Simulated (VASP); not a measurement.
BN, 2 atoms in the cell. Symmetry: Cm, No. 8, monoclinic system. Conventional cell: a = 4.441 Å, b = 2.564 Å, c = 2.564 Å, α = 90.00°, β = 125.26°, γ = 90.00°. Within 1.7 Å of B (site symmetry m) lie 3 N at 1.20 to 1.65 Å. Within 1.7 Å of N (site symmetry m) lie 3 B at 1.20 to 1.65 Å.  This cell differs from its parent crystal: all N atoms moved -0.500 Å, as atom 2 along Cartesian [1 1 0].

| Item | Value |
| --- | --- |
| Program | VASP 6.6.1 |
| Task | single point |
| Functional | r2SCAN |
| Potentials or basis | VASP PAW PBE potentials, release 64 (B, N) |
| Cutoff | 520 eV |
| k mesh | 12 × 12 × 12 |
| Occupations | gaussian, width 0.05 eV |
| Spin | no spin polarisation |
| Dipole correction | no |
| Further INCAR settings | ALGO = Normal; EDIFF = 1e-06; NBANDS = 11 |

Potentials or basis: VASP PAW PBE potentials, release 64 (B, N).

Launch:

```sh
$ cat potpaw_PBE.64/B/POTCAR potpaw_PBE.64/N/POTCAR > POTCAR
$ cp INCAR.step1 INCAR
$ mpirun -np 1 vasp_std > vasp.out
$ cp INCAR.step2 INCAR
$ mpirun -np 1 vasp_std > vasp.out
```

Hardware: 1 thread of AMD EPYC 9R45 (Zen 5), with other jobs on the host.

**Question.** How long does it take, and how much memory?

**Answer.** Run time: 2.1 min on 1 thread of AMD EPYC 9R45 (Zen 5) (shared host), peak memory 0.14 GiB. Counts: k points 476.
